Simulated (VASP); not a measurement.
Here is a VASP 6.6.1 calculation.

INCAR

```
SYSTEM = AlN
PREC     = Accurate       ! precision mode
ENCUT    = 520            ! plane-wave cutoff, eV
EDIFF    = 1E-6           ! SCF threshold, eV
ISMEAR   = 0              ! smearing method
SIGMA    = 0.03           ! smearing width, eV
LREAL    = .FALSE.        ! projectors in reciprocal space
LASPH    = .TRUE.         ! aspherical terms in the spheres
NELM     = 100            ! most SCF steps
ALGO     = Normal         ! electronic algorithm
ISIF     = 2              ! what is computed and relaxed
LWAVE    = .FALSE.        ! write WAVECAR
LCHARG   = .TRUE.         ! write CHGCAR
GGA      = PE             ! functional
LELF     = .TRUE.         ! ELF
LVHAR    = .TRUE.       
NBANDS   = 11             ! bands
```

KPOINTS

```
Automatic mesh
0
G
  10 10 10
  0 0 0
```

The input POSCAR:

```
AlN
1.0
    0.0000000000      2.1839935596      2.1839935596
    2.1839935596      0.0000000000      2.1839935596
    2.1839935596      2.1839935596      0.0000000000
Al N
1 1
Direct
    0.0000000000      0.0000000000      0.0000000000
    0.2500000000      0.2500000000      0.2500000000
```

Potentials or basis: VASP PAW PBE potentials, release 64 (Al, N).

Command:

```bash
$ cat potpaw_PBE.64/Al/POTCAR potpaw_PBE.64/N/POTCAR > POTCAR
$ mpirun -np 1 vasp_std > vasp.out
```

(1) What does it give for the band gap on the k mesh?

(2) Estimate the pressure.

Results:

(1) 3.32 eV, indirect (least direct gap 4.20 eV).

(2) 4.6 GPa.
